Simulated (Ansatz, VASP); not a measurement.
## One calculation of AlZn3, two programs

File INCAR:

```
SYSTEM = AlZn3
PREC = Accurate
ENCUT = 520
EDIFF = 1E-6
ISMEAR = 0
SIGMA = 0.1
LREAL = .FALSE.
LASPH = .TRUE.
NELM = 80
ALGO = Fast
ISIF = 2
LWAVE = .FALSE.
LCHARG = .TRUE.
GGA = PS
LELF = .TRUE.
LVHAR = .TRUE.
NBANDS = 49
```

The input KPOINTS:

```
Automatic mesh
0
G
  8 8 8
  0 0 0
```

Contents of POSCAR:

```
AlZn3
1.0
    5.0402626089      0.0000000000      0.0000000000
    0.0000000000      5.0402626089      0.0000000000
    0.0000000000      0.0000000000      5.0402626089
Al Zn
2 6
Direct
    0.0000000000      0.0000000000      0.0000000000
    0.5000000000      0.5000000000      0.5000000000
    0.2500000000      0.0000000000      0.5000000000
    0.5000000000      0.7500000000      0.0000000000
    0.7500000000      0.0000000000      0.5000000000
    0.5000000000      0.2500000000      0.0000000000
    0.0000000000      0.5000000000      0.7500000000
    0.0000000000      0.5000000000      0.2500000000
```

Input for Ansatz:

```yaml
crystal:
  lattice:
    - [5.0402626089, 0.0, 0.0]
    - [0.0, 5.0402626089, 0.0]
    - [0.0, 0.0, 5.0402626089]
  atoms:
    - { symbol: Al, position: [0.0, 0.0, 0.0] }
    - { symbol: Al, position: [0.5, 0.5, 0.5] }
    - { symbol: Zn, position: [0.25, 0.0, 0.5] }
    - { symbol: Zn, position: [0.5, 0.75, 0.0] }
    - { symbol: Zn, position: [0.75, 0.0, 0.5] }
    - { symbol: Zn, position: [0.5, 0.25, 0.0] }
    - { symbol: Zn, position: [0.0, 0.5, 0.75] }
    - { symbol: Zn, position: [0.0, 0.5, 0.25] }
basis:
  ecutwfc: 420
kpoints:
  mp_grid: { grid: [8, 8, 8] }
  band_path:
    path:
      - [[0.0, 0.0, 0.0], [0.0, 0.5, 0.0], [0.5, 0.5, 0.0], [0.0, 0.0, 0.0], [0.5, 0.5, 0.5], [0.0, 0.5, 0.0]]
      - [[0.5, 0.5, 0.5], [0.5, 0.5, 0.0]]
    npoints: 14
hamiltonian:
  xc: pbesol
scf:
  occupations: { method: gaussian, width: 0.1 }
  n_extra_bands: 20
output:
  forces: true
  stress: true
  eigenvalues: true
  populations: true
  dos: { projected: true, de: 0.02, nscf_kmesh: { grid: [10, 10, 10] } }
  bader: true
```

Alike in both runs: task single point; functional PBEsol; k mesh 8 × 8 × 8; occupations gaussian, width 0.1 eV; no spin polarisation.

```csv
,VASP,Ansatz
version,VASP 6.6.1,Ansatz 0.2.0
potentials or method,"VASP PAW PBE potentials, release 64 (Al, Zn), cutoff 520 eV","scalar-relativistic, plane waves, PAW"
valence electrons in the cell,78,78
```

|  | VASP | Ansatz | Ansatz less VASP |
| --- | --- | --- | --- |
| gap on the k mesh at the Fermi level (eV) | none | none | - |
| pressure (GPa) | -3.7 | -3.9 | -0.20 |

VASP's potentials were made for PBE, not for PBEsol. A gap of «none» marks a metal or a gap that the smearing closes.
